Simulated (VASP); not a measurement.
Runs of VASP 6.6.1 on Co. The structure is that of space group P6_3/mmc (No. 194), or close to it. The cells are those of the table. 

```tsv
spin	fixed moment (μB)	cell	gap on the mesh (eV)	pressure (GPa)	moment (μB)
collinear, ferromagnetic start	1.1	a = 2.207, b = 2.207, c = 3.559 Å, angles 90.0, 90.0, 120.0°, 2 atoms	-	(b)	1.10
off	-	a = 2.616, b = 2.616, c = 4.220 Å, angles 90.0, 90.0, 120.0°, 2 atoms	none	-43.5	-
collinear, ferromagnetic start	0.55	a = 2.616, b = 2.616, c = 4.220 Å, angles 90.0, 90.0, 120.0°, 2 atoms	-	-43.4	0.55
off	-	a = 2.207, b = 2.207, c = 3.559 Å, angles 90.0, 90.0, 120.0°, 2 atoms	none	(c)	-
off	-	a = 2.286, b = 2.286, c = 3.687 Å, angles 90.0, 90.0, 120.0°, 2 atoms	none	(a)	-
collinear, ferromagnetic start	2.75	a = 2.557, b = 2.557, c = 4.124 Å, angles 90.0, 90.0, 120.0°, 2 atoms	-	-31.9	2.75
off	-	a = 2.557, b = 2.557, c = 4.124 Å, angles 90.0, 90.0, 120.0°, 2 atoms	none	-38.1	-
off	-	a = 2.359, b = 2.359, c = 3.806 Å, angles 90.0, 90.0, 120.0°, 2 atoms	none	15.4	-
```

Alike in all rows: task single point; level LDA; potentials or basis VASP PAW LDA potentials, release 64 (Co); k mesh 24 × 24 × 12; cutoff (eV) 520; smearing gaussian 0.15 eV.

**Question.** Fill in the values left out.

**Answer.** (a) 60.8; (b) 138.9; (c) 136.0.

Caveats: the cell stands under pressure (at least some runs); the cell stands under tension (at least some runs); the total moment is fixed, so each spin has its own Fermi level and the state may be an excited one (at least some runs).

A gap of «none» marks levels without a gap at the run's occupations.
